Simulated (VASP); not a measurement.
Set up this calculation in VASP 6.6.1, as the native input.

| Item | Value |
| --- | --- |
| Task | single point |
| Functional | LDA |
| Potentials or basis | VASP PAW LDA potentials, release 64 (P) |
| Cutoff | 520 eV |
| k mesh | 11 × 11 × 6 |
| Occupations | gaussian, width 0.05 eV |
| Spin | no spin polarisation |
| Dipole correction | no |
| Further INCAR settings | ALGO = Normal; EDIFF = 1e-06; NBANDS = 12 |

The structure of P lies in POSCAR:

```
P
1.0
    2.4246941115      0.0000000000      0.0000000000
    0.0000000000      2.4385351442      0.0000000000
   -0.0203144631      0.0000000000      4.8524328982
P
2
Direct
    0.0000000300      0.0000000000      0.7494253600
    0.9999999700      0.0000000000      0.2505746400
```

These files were run (other wordings do the same):

INCAR

```
ALGO = Normal ; EDIFF = 1E-6
ENCUT = 520 ; GGA = CA
ISIF = 2 ; ISMEAR = 0
LASPH = True ; LCHARG = False
LREAL = False ; LWAVE = False
NBANDS = 12 ; NELM = 80
PREC = Accurate ; SIGMA = 0.05
```

KPOINTS

```
k-points
0
Gamma
  11 11 6
```

Potentials or basis: VASP PAW LDA potentials, release 64 (P).

Command:

```console
$ cat potpaw_LDA.64/P/POTCAR > POTCAR
$ mpirun -np 1 vasp_std > vasp.out
```

Results of the run:

| Quantity | Value |
| --- | --- |
| Pressure | -3.0 GPa |
| Largest force | 0.012 eV/Å |
| Band gap on the k mesh | zero (band 5 reaches 15.76 eV, above the bottom of band 6 at 6.19 eV) |

Run time: 19 s on 1 thread of Intel(R) Xeon(R) Platinum 8488C (Sapphire Rapids), with other jobs on the host, peak memory 0.15 GiB.
